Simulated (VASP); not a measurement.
Runs of VASP 6.6.1 on Co. The structure is that of space group Im-3m (No. 229), or close to it. The cells are those of the table. This isn't the form of Co at room conditions, which is hcp.

```csv
task,spin,cell,k mesh,cutoff (eV),smearing,gap on the mesh (eV),pressure (GPa),moment (μB)
single point,"collinear, ferromagnetic start","a = 2.458 Å, angles 109.5°, 1 atom",18 × 18 × 18,520,fermi-dirac 0.05 eV,none,-23.3,1.69
single point,off,"a = 2.240 Å, angles 109.5°, 1 atom",18 × 18 × 18,520,fermi-dirac 0.1 eV,none,49.0,-
relaxation of cell and atoms,"collinear, ferromagnetic start","relaxed from a = 2.432 Å, angles 109.5°, 1 atom",16 × 16 × 16,600,fermi-dirac 0.05 eV,none,-0.1,1.61
single point,"collinear, ferromagnetic start","a = 2.268 Å, angles 109.5°, 1 atom",18 × 18 × 18,520,fermi-dirac 0.05 eV,none,42.2,1.48
single point,off,"a = 2.337 Å, angles 109.5°, 1 atom",27 × 27 × 27,520,fermi-dirac 0.1 eV,none,-0.9,-
single point,"collinear, ferromagnetic start","a = 2.335 Å, angles 109.5°, 1 atom",18 × 18 × 18,520,fermi-dirac 0.05 eV,none,(a),1.61
single point,"collinear, ferromagnetic start","a = 2.367 Å, angles 109.5°, 1 atom",18 × 18 × 18,520,fermi-dirac 0.05 eV,none,(b),1.63
single point,off,"a = 2.398 Å, angles 109.5°, 1 atom",18 × 18 × 18,520,fermi-dirac 0.1 eV,none,(c),-
```

Alike in all rows: level LDA; potentials or basis VASP PAW LDA potentials, release 64 (Co).

Question: Estimate the missing entries.

Answer: (a) 10.6; (b) -1.0; (c) -19.2.

Caveats: the cell stands under pressure (at least some runs); the cell stands under tension (at least some runs).

A gap of «none» marks levels without a gap at the run's occupations.
